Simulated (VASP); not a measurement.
## Hf: single point with LDA

The system is Hf.

```xyz
1
Lattice="0.0000 2.1747 2.1747 2.1747 0.0000 2.1747 2.1747 2.1747 0.0000" Properties=species:S:1:pos:R:3 pbc="T T T"
Hf    0.0000    0.0000    0.0000
```

```json
{
 "Program": "VASP 6.6.1",
 "Task": "single point",
 "Functional": "LDA",
 "Potentials or basis": "VASP PAW LDA potentials, release 64 (Hf_pv)",
 "Cutoff": "520 eV",
 "k mesh": "10 × 10 × 10",
 "Occupations": "fermi-dirac, width 0.05 eV",
 "Spin": "no spin polarisation",
 "Dipole correction": "no",
 "Further INCAR settings": "ALGO = Fast; EDIFF = 1e-06; NBANDS = 11"
}
```

- Pressure: 1.2 GPa
- Band gap on the k mesh: zero (band 5 reaches 6.58 eV, above the bottom of band 6 at 4.83 eV)

Levels at points of the mesh, in eV from the Fermi level:
```csv
k point,band 1,band 2,band 3,band 4,band 5,band 6,band 7,band 8,band 9,band 10
"(0.00, 0.00, 0.00)",-29.56,-29.56,-29.56,-7.43,1.35,1.35,1.35,4.42,4.42,11.70
"(0.50, 0.00, 0.00)",-30.66,-29.71,-29.71,-3.89,1.04,1.09,1.09,6.81,6.81,10.42
"(0.50, 0.50, 0.00)",-30.59,-29.95,-29.95,-3.63,-2.48,3.14,6.81,7.54,7.54,10.71
```

Wall time 4.4 s on 1 thread of Intel(R) Xeon(R) 6975P-C (Granite Rapids), on a shared host, peak memory 0.13 GiB.

Caveat: spin-orbit coupling is left out, which moves the levels of the heavy elements.
